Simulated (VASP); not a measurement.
Write the native input for VASP 6.6.1 that does the following.

| Item | Value |
| --- | --- |
| Task | single point |
| Functional | PBEsol |
| Potentials or basis | VASP PAW PBE potentials, release 64 (Nb_sv, N) |
| Cutoff | 600 eV |
| k mesh | 8 × 8 × 4 |
| Occupations | gaussian, width 0.02 eV |
| Spin | no spin polarisation |
| Dipole correction | no |
| Further INCAR settings | ALGO = Normal; EDIFF = 1e-06; NBANDS = 78 |

The structure of Nb3N5 lies in POSCAR:

```
Nb3N5
1.0
    1.8758087501     -4.8798252517      0.0000000000
    1.8758087501      4.8798252517      0.0000000000
    0.0000000000      0.0000000000      9.7373592455
Nb N
6 10
Direct
    0.8668936097      0.1331063903      0.4412600848
    0.8668936097      0.1331063903      0.0587399152
    0.7933510766      0.2066489234      0.7500000000
    0.2066489234      0.7933510766      0.2500000000
    0.1331063903      0.8668936097      0.5587399152
    0.1331063903      0.8668936097      0.9412600848
    0.6861936758      0.3138063242      0.9301856171
    0.9533029645      0.0466970355      0.6257665589
    0.9533029645      0.0466970355      0.8742334411
    0.6861936758      0.3138063242      0.5698143829
    0.7670688830      0.2329311170      0.2500000000
    0.0466970355      0.9533029645      0.3742334411
    0.3138063242      0.6861936758      0.0698143829
    0.3138063242      0.6861936758      0.4301856171
    0.2329311170      0.7670688830      0.7500000000
    0.0466970355      0.9533029645      0.1257665589
```

One way to write it, as run:

INCAR

```
ALGO = Normal
EDIFF = 1E-6
ENCUT = 600
GGA = PS
GGA_COMPAT = F
ISIF = 2
ISMEAR = 0
LASPH = T
LCHARG = F
LREAL = F
LWAVE = F
NBANDS = 78
NELM = 120
PREC = Accurate
SIGMA = 0.02
```

KPOINTS

```
k-points
0
Gamma
  8 8 4
```

Potentials or basis: VASP PAW PBE potentials, release 64 (Nb_sv, N).

Command:

```bash
$ cat potpaw_PBE.64/Nb_sv/POTCAR potpaw_PBE.64/N/POTCAR > POTCAR
$ mpirun -np 1 vasp_std > vasp.out
```

Results of the run:

* Pressure: 38.4 GPa
* Largest force: 0.011 eV/Å
* Band gap on the k mesh: 0.58 eV (least direct gap 0.95 eV)

Caveat: the cell stands under pressure; semilocal functionals underestimate gaps, and a narrow one can read as zero; the PAW data sets were made with another functional, which shifts forces and pressure a little.

It took 29 min on 1 thread of Oxide Virtual Turin-like Processor, with other jobs on the host, peak memory 0.84 GiB.
